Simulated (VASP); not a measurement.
A run of VASP 6.6.1:

The input INCAR:

```
SYSTEM = GaSb3
  ALGO = Normal
  EDIFF = 1E-6
  ENCUT = 520
  GGA = PS
  ISIF = 2
  ISMEAR = 0
  IVDW = 12
  LASPH = .True.
  LCHARG = .False.
  LREAL = .False.
  LWAVE = .False.
  NBANDS = 22
  NELM = 80
  PREC = Accurate
  SIGMA = 0.15
```

File KPOINTS:

```
k-points
0
Gamma
  10 10 10
  0 0 0
```

Contents of POSCAR:

```
GaSb3
1.0
    0.0000000000      3.6815130998      3.5857729617
    3.6815130998      0.0000000000      3.5857729617
    3.6815130998      3.6815130998      0.0000000000
Ga Sb
1 3
Direct
    0.0000000000      0.0000000000      0.0000000000
    0.2500000000      0.2500000000      0.2500000000
    0.7500000000      0.7500000000      0.7500000000
    0.5000000000      0.5000000000      0.5000000000
```

Potentials or basis: VASP PAW PBE potentials, release 64 (Ga_d, Sb).

Command:

```console
$ cat potpaw_PBE.64/Ga_d/POTCAR potpaw_PBE.64/Sb/POTCAR > POTCAR
$ mpirun -np 1 vasp_std > vasp.out
```

Hardware: 1 thread of Intel(R) Xeon(R) 6975P-C (Granite Rapids) (shared host).

Problem. Estimate the wall time of this run.

Solution. Wall time 99 s on 1 thread of Intel(R) Xeon(R) 6975P-C (Granite Rapids), on a shared host, peak memory 0.38 GiB. Counts: scf iterations 11, k points 102.
